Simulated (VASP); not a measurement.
C5N: single point with PBE+D3(BJ)

System: C5N, a slab with vacuum.

```
C N
1.0
     3.64732    0.00000    0.00000
    -1.66588    3.93102    0.00000
     0.00000    0.00000   23.13096
C N
10 2
Direct
  0.50018 0.33339 0.17293
  0.49982 0.66661 0.17293
  0.50018 0.83339 0.22621
  0.49982 0.16661 0.22621
  0.50002 0.33532 0.27947
  0.49998 0.66468 0.27947
  0.50013 0.83665 0.33297
  0.49987 0.16335 0.33297
  0.49976 0.35443 0.38178
  0.50024 0.64557 0.38178
  0.24976 0.10443 0.52012
  0.24976 0.10443 0.56768
```

```yaml
Program: VASP 6.6.1
Task: single point
Functional: PBE
Dispersion: D3(BJ)
Potentials_or_basis: VASP PAW PBE potentials, release 64 (C, N)
Cutoff: 520 eV
k_mesh: 8 × 7 × 1
Occupations: gaussian, width 0.05 eV
Spin: no spin polarisation
Dipole_correction: yes
Further_INCAR_settings: ALGO = Normal; EDIFF = 1e-06; NBANDS = 37
```

```json
{
  "Largest force": "6.775 eV/Å",
  "Band gap on the k mesh": "zero (bands 25 and 26 overlap by 0.73 eV)",
  "Dispersion energy per atom": "-0.106 eV"
}
```

Forces on the atoms (eV/Å):
```
C   -2.626  6.141  1.135
C    2.626 -6.141  1.135
C   -0.162  0.380 -1.175
C    0.162 -0.384 -1.175
C    0.004 -0.003  0.003
C   -0.010  0.012  0.000
C    0.002  0.011  0.002
C    0.011 -0.033  0.027
C    0.028 -0.024 -0.017
C   -0.030  0.067  0.060
N   -0.009 -0.035 -2.118
N    0.003  0.009  2.122
```

Levels at points of the mesh, in eV from the Fermi level:
```csv
k point,band 22,band 23,band 24,band 25,band 26,band 27,band 28,band 29
"(0.00, 0.00, 0.00)",-1.46,-1.38,-1.33,0.62,0.68,1.27,1.75,2.23
"(0.50, 0.00, 0.00)",-1.74,-1.07,-0.76,0.08,1.12,1.29,1.93,2.09
```

It took 7 min on 1 thread of AMD EPYC 9R45 96-Core Processor (Zen 5), with other jobs on the host, peak memory 0.52 GiB.

Caveat: the standard files for N, O and F lose accuracy on very short bonds.
